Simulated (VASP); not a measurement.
A run of VASP 6.6.1 is set up as follows.

File INCAR:

```
SYSTEM = TiAl3
PREC = Accurate
ENCUT = 520
EDIFF = 1E-7
ISMEAR = -1
SIGMA = 0.1
LREAL = .FALSE.
LASPH = .TRUE.
NELM = 80
ALGO = Normal
ISIF = 2
LWAVE = .FALSE.
LCHARG = .TRUE.
GGA = PS
LELF = .TRUE.
LVHAR = .TRUE.
NBANDS = 18
```

KPOINTS

```
regular mesh
0
G
  6 6 6
  0 0 0
```

Contents of POSCAR:

```
TiAl3
1.0
    3.9556700000      0.0000000000      0.0000000000
    0.0000000000      3.9556700000      0.0000000000
    0.0000000000      0.0000000000      3.9556700000
Ti Al
1 3
Direct
    0.0000000000      0.0000000000      0.0000000000
    0.5000000000      0.5000000000      0.0000000000
    0.4974719833      0.0000000000      0.5000000000
    0.0000000000      0.5000000000      0.5000000000
```

Potentials or basis: VASP PAW PBE potentials, release 64 (Ti_sv, Al).

The run is started by

```console
$ cat potpaw_PBE.64/Ti_sv/POTCAR potpaw_PBE.64/Al/POTCAR > POTCAR
$ mpirun -np 1 vasp_std > vasp.out
```

Q: Predict the band gap on the k mesh.

A: Zero (an odd number of electrons rules out a gap without spin polarisation).

Q: Estimate the largest force.

A: 0.074 eV/Å.

Q: Estimate the pressure.

A: -0.4 GPa.

Forces on the atoms (eV/Å):
```
Ti  -0.041  0.000  0.000
Al  -0.003  0.000  0.000
Al   0.074  0.000  0.000
Al  -0.029  0.000  0.000
```

Caveat: the PAW data sets were made with another functional, which shifts forces and pressure a little.
